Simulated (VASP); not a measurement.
Write the native input for VASP 6.6.1 that does the following.

| Item | Value |
| --- | --- |
| Task | single point |
| Functional | PBE |
| Potentials or basis | VASP PAW PBE potentials, release 64 (Cd) |
| Cutoff | 520 eV |
| k mesh | 14 × 14 × 14 |
| Occupations | gaussian, width 0.05 eV |
| Spin | no spin polarisation |
| Dipole correction | no |
| Further INCAR settings | ALGO = Normal; EDIFF = 1e-06; NBANDS = 12 |

The structure of Cd lies in POSCAR:

```
Cd
1.0
    0.0000000000      2.2181497500      2.2181497500
    2.2181497500      0.0000000000      2.2181497500
    2.2181497500      2.2181497500      0.0000000000
Cd
1
Direct
    0.0000000000      0.0000000000      0.0000000000
```

One way to write it, as run:

INCAR

```
SYSTEM = Cd
PREC = Accurate ; ENCUT = 520
EDIFF = 1E-6 ; ISMEAR = 0
SIGMA = 0.05 ; LREAL = .False.
LASPH = .True. ; NELM = 60
ALGO = Normal ; ISIF = 2
LWAVE = .False. ; LCHARG = .True.
GGA = PE ; LELF = .True.
LVHAR = .True. ; NBANDS = 12
```

KPOINTS

```
Automatic mesh
0
Gamma
  14 14 14
  0 0 0
```

Potentials or basis: VASP PAW PBE potentials, release 64 (Cd).

The run is started by

```bash
$ cat potpaw_PBE.64/Cd/POTCAR > POTCAR
$ mpirun -np 1 vasp_std > vasp.out
```

Results of the run:

```
Pressure               : 2.4 GPa
Band gap on the k mesh : zero (band 6 reaches 4.23 eV, above the bottom of band 7 at 1.52 eV)
```

Run time: 10 s on 1 thread of Intel(R) Xeon(R) Platinum 8375C CPU @ 2.90GHz (Ice Lake), on a shared host, peak memory 0.15 GiB.
